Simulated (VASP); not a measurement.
# CaLa3 (Fm-3m) in VASP: relaxation of cell and atoms with PBE

Aim: the relaxation of cell and atoms of CaLa3 with PBE.

All numbers are computed with VASP 6.6.1; they aren't measurements. Logs are shortened: lines on timing, memory, paths and dates and some standing lists are left out, and cuts for length are marked.

### Step 1. The cell of the first run

Symmetry: Fm-3m, No. 225, cubic system. Conventional cell: a = 8.123 Å, b = 8.123 Å, c = 8.123 Å, α = 90.00°, β = 90.00°, γ = 90.00°. Ca (site symmetry m-3m) has 14 La at 3.52 to 4.06 Å within 4.6 Å. Within 4.6 Å of La (site symmetry -43m) lie 4 Ca at 3.52 Å and 10 La at 3.52 to 4.06 Å. Within 4.6 Å of La (site symmetry m-3m) lie 8 La at 3.52 Å and 6 Ca at 4.06 Å.

### Step 2. Relaxation of cell and atoms, PBE

Input file INCAR:

```
PREC     = Accurate       # precision mode
ENCUT    = 600            # plane-wave cutoff, eV
EDIFF    = 1E-6           # SCF threshold, eV
ISMEAR   = 0              # smearing method
SIGMA    = 0.1            # smearing width, eV
LREAL    = F              # projectors in reciprocal space
LASPH    = T              # aspherical terms in the spheres
NELM     = 80             # most SCF steps
ALGO     = Normal         # electronic algorithm
ISIF     = 3              # what is computed and relaxed
LWAVE    = F              # write WAVECAR
LCHARG   = F              # write CHGCAR
GGA      = PE             # functional
IBRION   = 2              # ionic algorithm
NSW      = 90             # ionic steps
EDIFFG   = -0.04          # ionic threshold
```

Input file KPOINTS:

```
regular mesh
0
Gamma
  4 4 4
```

Input file POSCAR:

```
CaLa3
1.0
    0.0000000000      4.0617305500      4.0617305500
    4.0617305500      0.0000000000      4.0617305500
    4.0617305500      4.0617305500      0.0000000000
Ca La
1 3
Direct
    0.5000000000      0.5000000000      0.5000000000
    0.2500000000      0.2500000000      0.2500000000
    0.7500000000      0.7500000000      0.7500000000
    0.0000000000      0.0000000000      0.0000000000
```

Potentials or basis: VASP PAW PBE potentials, release 64 (Ca_sv, La).

Started as:

```
$ cat potpaw_PBE.64/Ca_sv/POTCAR potpaw_PBE.64/La/POTCAR > POTCAR
$ mpirun -np 1 vasp_std > vasp.out
```

OUTCAR:

```text
PREC = Accurate
   ENCUT = 600
   EDIFF = 1E-6
   ISMEAR = 0
   LREAL = F
   LASPH = T
   NELM = 80
   ISIF = 3
   GGA = PE
   IBRION = 2
   NSW = 90
   EDIFFG = -0.04

 ion  position               nearest neighbor table
   1  0.500  0.500  0.500-
   2  0.250  0.250  0.250-   4 3.52   4 3.52   4 3.52   4 3.52
   3  0.750  0.750  0.750-   4 3.52   4 3.52   4 3.52   4 3.52
   4  0.000  0.000  0.000-   3 3.52   3 3.52   3 3.52   2 3.52   3 3.52   2 3.52   2 3.52   2 3.52

  LATTYP: Found a face centered cubic cell.
 ALAT       =     8.1234611000

  Lattice vectors:

 A1 = (   0.0000000000,   4.0617305500,   4.0617305500)
 A2 = (   4.0617305500,   0.0000000000,   4.0617305500)
 A3 = (   4.0617305500,   4.0617305500,   0.0000000000)

Analysis of symmetry for initial positions (statically):
=====================================================================
 Subroutine PRICEL returns:
 Original cell was already a primitive cell.

 Routine SETGRP: Setting up the symmetry group for a
 face centered cubic supercell.

 Subroutine GETGRP returns: Found 48 space group operations
 (whereof 48 operations were pure point group operations)
 out of a pool of 48 trial point group operations.

The static configuration has the point symmetry O_h .

Analysis of symmetry for dynamics (positions and initial velocities):
=====================================================================
 Subroutine PRICEL returns:
 Original cell was already a primitive cell.

 Routine SETGRP: Setting up the symmetry group for a
 face centered cubic supercell.

 Subroutine GETGRP returns: Found 48 space group operations
 (whereof 48 operations were pure point group operations)
 out of a pool of 48 trial point group operations.

The dynamic configuration has the point symmetry O_h .

 Subroutine INISYM returns: Found 48 space group operations
 (whereof 48 operations are pure point group operations),
 and found     1 'primitive' translations

----------------------------------------------------------------------------------------

                                     Primitive cell

  volume of cell :     134.0181

  direct lattice vectors                    reciprocal lattice vectors
     0.000000000  4.061730550  4.061730550    -0.123100239  0.123100239  0.123100239
     4.061730550  0.000000000  4.061730550     0.123100239 -0.123100239  0.123100239
     4.061730550  4.061730550  0.000000000     0.123100239  0.123100239 -0.123100239

  length of vectors
     5.744154431  5.744154431  5.744154431     0.213215868  0.213215868  0.213215868

  position of ions in fractional coordinates (direct lattice)
     0.500000000  0.500000000  0.500000000
     0.250000000  0.250000000  0.250000000
     0.750000000  0.750000000  0.750000000
     0.000000000  0.000000000  0.000000000

  ion indices of the primitive-cell ions
   primitive index   ion index
                 1           1
                 2           2
                 3           3
                 4           4

----------------------------------------------------------------------------------------

 KPOINTS: regular mesh

Automatic generation of k-mesh.
 Grid dimensions read from file:
 generate k-points for:    4    4    4

 Generating k-lattice:

  Cartesian coordinates                     Fractional coordinates (reciprocal lattice)
    -0.030775060  0.030775060  0.030775060     0.250000000  0.000000000  0.000000000
     0.030775060 -0.030775060  0.030775060     0.000000000  0.250000000  0.000000000
     0.030775060  0.030775060 -0.030775060     0.000000000  0.000000000  0.250000000

  Length of vectors
     0.053303967  0.053303967  0.053303967

  Shift w.r.t. Gamma in fractional coordinates (k-lattice)
     0.000000000  0.000000000  0.000000000

 Subroutine IBZKPT returns following result:
 ===========================================

 Found      8 irreducible k-points:

 Following reciprocal coordinates:
            Coordinates               Weight
  0.000000  0.000000  0.000000      1.000000
  0.250000  0.000000  0.000000      8.000000
  0.500000  0.000000  0.000000      4.000000
  0.250000  0.250000  0.000000      6.000000
  0.500000  0.250000  0.000000     24.000000
 -0.250000  0.250000  0.000000     12.000000
  0.500000  0.500000  0.000000      3.000000
 -0.250000  0.500000  0.250000      6.000000
   k-points           NKPTS =      8   k-points in BZ     NKDIM =      8   number of bands    NBANDS=     25
   number of dos      NEDOS =    301   number of ions     NIONS =      4
   total plane-waves  NPLWV = 110592
   dimension x,y,z NGX =    48 NGY =   48 NGZ =   48
   dimension x,y,z NGXF=    96 NGYF=   96 NGZF=   96
   ions per type =               1   3
   NGX,Y,Z   is equivalent  to a cutoff of  13.89, 13.89, 13.89 a.u.
   NGXF,Y,Z  is equivalent  to a cutoff of  27.78, 27.78, 27.78 a.u.
 SYSTEM =  unknown system
   PREC   = accura    normal or accurate (medium, high low for compatibility)
   ISTART =      0    job   : 0-new  1-cont  2-samecut
   ICHARG =      2    charge: 1-file 2-atom 10-const
   ISPIN  =      1    spin polarized calculation?
   LNONCOLLINEAR =      F non collinear calculations
   LSORBIT =      F    spin-orbit coupling
   LASPH  =      T    aspherical Exc in radial PAW
   ENCUT  =  600.0 eV  44.10 Ry    6.64 a.u.  11.47 11.47 11.47*2*pi/ulx,y,z
   NELM   =     80;   NELMIN=  2; NELMDL= -5     # of ELM steps
   EDIFF  = 0.1E-05   stopping-criterion for ELM
   LREAL  =      F    real-space projection
   EDIFFG = -.4E-01   stopping-criterion for IOM
   NSW    =     90    number of steps for IOM
   IBRION =      2    ionic relax: 0-MD 1-quasi-New 2-CG
   NFREE  =      1    steps in history (QN), initial steepest desc. (CG)
   ISIF   =      3    stress and relaxation
   ISYM   =      2    0-nonsym 1-usesym 2-fastsym
   POTIM  = 0.5000    time-step for ionic-motion
   TEBEG  =    0.0;   TEEND  =   0.0 temperature during run
   PSTRESS=    0.0 pullay stress
   NELECT =      43.0000    total number of electrons
   NUPDOWN=      -1.0000    fix difference up-down
   EMIN   =  10.00;   EMAX   =-10.00  energy-range for DOS
   EFERMI =   0.00;   METHOD = LEGACY
   ISMEAR =     0;   SIGMA  =   0.10  broadening in eV -4-tet -1-fermi 0-gaus
   EFERMI_NEDOS =   21; number of points for ismear=-14 and -15
   IALGO  =     38    algorithm
   IMIX   =      4    mixing-type and parameters
     AMIX     =   0.40;   BMIX     =  1.00
     AMIX_MAG =   1.60;   BMIX_MAG =  1.00
  volume/ion in A,a.u.               =      33.50       226.10
  Fermi-wavevector in a.u.,A,eV,Ry     =   1.120753  2.117916 17.090102  1.256087
  Thomas-Fermi vector in A             =   2.257402
   LORBIT       =      0    0 simple, 1 ext, 2 COOP (PROOUT), +10 PAW based schemes
   GGA     = PE    functional components
   LHFCALC =     F    Hartree Fock is set to
   AEXX    =    0.0000 exact exchange contribution
   IVDW    =     0    specifies the selected vdW correction
   LEPSILON=     F    determine dielectric tensor
   LRPA    =     F    only Hartree local field effects (RPA)
 conjugate gradient relaxation of ions
 non-spin polarized calculation
 Gauss-broadening in eV      SIGMA  =   0.10
  energy-cutoff  :      600.00
  volume of cell :      134.02
 maximum number of plane-waves:      4520
 NGX is ok and might be reduce to    48
   NGX = 23   NGY = 23   NGZ = 23

--------------------------------------- Ionic step        1  -------------------------------------------

 number of electron      42.9999998 magnetization

 Free energy of the ion-electron system (eV)
  ---------------------------------------------------
  ext. energy  EPLUGINS =         0.00000000
  ---------------------------------------------------
  free energy    TOTEN  =       -15.87655603 eV

  energy without entropy =      -15.84170892  energy(sigma->0) =      -15.85913247

------------------------ aborting loop because EDIFF is reached ----------------------------------------

  FORCE on cell =-STRESS in cart. coord.  units (eV):
  Direction    XX          YY          ZZ          XY          YZ          ZX
  --------------------------------------------------------------------------------------
  -------------------------------------------------------------------------------------
  Total        3.6847859      3.6847859      3.6847859     -0.0000000     -0.0000000      0.0000000
  in kB       44.0513797     44.0513797     44.0513797     -0.0000000     -0.0000000      0.0000000
  external PRESSURE =      44.0513797 kB  Pullay stress =       0.0000000 kB

 VOLUME and BASIS-vectors are now :
 -----------------------------------------------------------------------------
  energy-cutoff  :      600.00
  volume of cell :      134.02
      direct lattice vectors                 reciprocal lattice vectors
     0.000000000  4.061730550  4.061730550    -0.123100239  0.123100239  0.123100239
     4.061730550  0.000000000  4.061730550     0.123100239 -0.123100239  0.123100239
     4.061730550  4.061730550  0.000000000     0.123100239  0.123100239 -0.123100239
[... 39 lines left out ...]
 POSITION                                       TOTAL-FORCE (eV/Angst)
 -----------------------------------------------------------------------------------
      4.24224      4.24224      4.24224         0.000000      0.000000      0.000000
      2.12112      2.12112      2.12112         0.000000      0.000000      0.000000
      6.36336      6.36336      6.36336        -0.000000     -0.000000     -0.000000
      4.24224      8.48448      4.24224         0.000000      0.000000      0.000000
 -----------------------------------------------------------------------------------
    total drift:                               -0.000000     -0.000000     -0.000000

  FREE ENERGIE OF THE ION-ELECTRON SYSTEM (eV)
  ---------------------------------------------------
  free  energy   TOTEN  =       -16.1217493239 eV

  energy  without entropy=      -16.0850085197  energy(sigma->0) =      -16.10337892

--------------------------------------- Ionic step        3  -------------------------------------------

 number of electron      42.9999998 magnetization

 Free energy of the ion-electron system (eV)
  ---------------------------------------------------
  ext. energy  EPLUGINS =         0.00000000
  ---------------------------------------------------
  free energy    TOTEN  =       -16.12264250 eV

  energy without entropy =      -16.08442003  energy(sigma->0) =      -16.10353126

 E-fermi :   6.2507     XC(G=0):  -9.0829

 val. band max:        6.2299245999   @ k =   0.5000   0.2500   0.0000
 cond. band min:       6.3266921051   @ k =   0.2500   0.0000   0.0000
 fundamental gap:      0.0967675053
 Fermi energy:         6.2507429237

 k-point     1 :       0.0000    0.0000    0.0000
  band No.  band energies     occupation
      1     -35.1020      2.00000
      2     -26.8172      2.00000
      3     -26.7063      2.00000
      4     -26.5802      2.00000
      5     -16.1267      2.00000
      6     -16.1267      2.00000
[... 17 lines left out ...]
     24       6.9059      0.00000
     25       6.9059      0.00000
[... 216 lines left out ...]
 POSITION                                       TOTAL-FORCE (eV/Angst)
 -----------------------------------------------------------------------------------
      4.25418      4.25418      4.25418        -0.000000     -0.000000     -0.000000
      2.12709      2.12709      2.12709         0.000000      0.000000     -0.000000
      6.38126      6.38126      6.38126        -0.000000     -0.000000      0.000000
      0.00000     -0.00000      0.00000        -0.000000     -0.000000     -0.000000
 -----------------------------------------------------------------------------------
    total drift:                               -0.000000     -0.000000     -0.000000

  FREE ENERGIE OF THE ION-ELECTRON SYSTEM (eV)
  ---------------------------------------------------
  free  energy   TOTEN  =       -16.1226424956 eV

  energy  without entropy=      -16.0844200335  energy(sigma->0) =      -16.10353126

 reached required accuracy - stopping structural energy minimisation
```

Wall time 2.9 min (1 thread of Intel Xeon Platinum 8488C (Sapphire Rapids), shared host); peak memory 0.36 GiB.

What came out:

```yaml
Free_energy: -16.1226 eV
Relaxed_volume: 38.50 Å³/atom
Relaxed_cell: a = 6.016 Å, b = 6.016 Å, c = 6.016 Å, α = 60.00°, β = 60.00°, γ = 60.00°
Space_group_after_relaxing_to_0.05_Å: Fm-3m (No. 225)
Energy_gained_by_relaxing: 61.5 meV/atom
Ionic_steps: 3
Pressure_after_relaxing: 0.0 GPa
```

Step by step:
| step | energy change (eV) | largest force (eV/Å) | pressure (GPa) | volume (Å³) |
| --- | --- | --- | --- | --- |
| 1 | 0.0000 | 0.0000 | 4.41 | 134.02 |
| 2 | -0.2452 | 0.0000 | 0.20 | 152.69 |
| 3 | -0.2461 | 0.0000 | 0.01 | 153.98 |

Final structure:
```
Ca La
1.0
     0.00000    4.25418    4.25418
     4.25418    0.00000    4.25418
     4.25418    4.25418    0.00000
Ca La
1 3
Cartesian
  4.2542 4.2542 4.2542
  2.1271 2.1271 2.1271
  6.3813 6.3813 6.3813
  0.0000 0.0000 0.0000
```

Caveat: spin-orbit coupling is left out, which moves the levels of the heavy elements.
